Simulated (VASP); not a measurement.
Write the native input for VASP 6.6.1 that does the following.

```
Task                   : single point
Functional             : r2SCAN
Potentials or basis    : VASP PAW PBE potentials, release 64 (Au)
Cutoff                 : 520 eV
k mesh                 : 16 × 16 × 16
Occupations            : gaussian, width 0.1 eV
Spin                   : no spin polarisation
Dipole correction      : no
Further INCAR settings : ALGO = Normal; EDIFF = 1e-07; NBANDS = 18
```

Au:

```
Au
1.0
     3.32451    0.00000    0.00000
     0.00000    3.32451    0.00000
     0.00000    0.00000    3.07885
Au
2
Cartesian
  0.0000 0.0000 0.0000
  1.6623 1.6623 1.5394
```

This cell differs from its parent crystal: uniaxial strain along c: -6.0 %.

The input as run:

POSCAR

```
Au
1.0
    3.3245066037      0.0000000000      0.0000000000
    0.0000000000      3.3245066037      0.0000000000
    0.0000000000      0.0000000000      3.0788534063
Au
2
Direct
    0.0000000000      0.0000000000      0.0000000000
    0.5000000000      0.5000000000      0.5000000000
```

INCAR.step1

```
PREC     = Accurate       # precision mode
ENCUT    = 520            # plane-wave cutoff, eV
ISMEAR   = 0              # smearing method
SIGMA    = 0.1            # smearing width, eV
LREAL    = F              # projectors in reciprocal space
LASPH    = T              # aspherical terms in the spheres
NELM     = 80             # most SCF steps
NBANDS   = 18             # bands
GGA      = PE             # functional
ALGO     = Normal         # electronic algorithm
EDIFF    = 1E-4           # SCF threshold, eV
LWAVE    = T              # write WAVECAR
LCHARG   = F              # write CHGCAR
```

INCAR.step2

```
PREC     = Accurate       # precision mode
ENCUT    = 520            # plane-wave cutoff, eV
EDIFF    = 1E-7           # SCF threshold, eV
ISMEAR   = 0              # smearing method
SIGMA    = 0.1            # smearing width, eV
LREAL    = F              # projectors in reciprocal space
LASPH    = T              # aspherical terms in the spheres
NELM     = 80             # most SCF steps
ALGO     = Normal         # electronic algorithm
ISIF     = 2              # what is computed and relaxed
LWAVE    = F              # write WAVECAR
LCHARG   = F              # write CHGCAR
METAGGA  = R2SCAN         # meta-GGA
LMIXTAU  = T            
NBANDS   = 18             # bands
ISTART   = 1
```

KPOINTS

```
Automatic mesh
0
Gamma
  16 16 16
```

Potentials or basis: VASP PAW PBE potentials, release 64 (Au).

Command:

```bash
$ cat potpaw_PBE.64/Au/POTCAR > POTCAR
$ cp INCAR.step1 INCAR
$ mpirun -np 1 vasp_std > vasp.out
$ cp INCAR.step2 INCAR
$ mpirun -np 1 vasp_std > vasp.out
```

Results of the run:

```json
{
 "Pressure": "6.1 GPa",
 "Band gap on the k mesh": "zero (bands 11 and 12 overlap by 5.86 eV)"
}
```

Caveat: the cell differs from its parent crystal (uniaxial strain along c: -6.0 %); the cell stands under pressure; the PAW data sets were made with another functional, which shifts forces and pressure a little; spin-orbit coupling is left out, which moves the levels of the heavy elements.

Run time: 8.3 min on 1 thread of Oxide Virtual Turin-like Processor, on a shared host, peak memory 0.29 GiB.
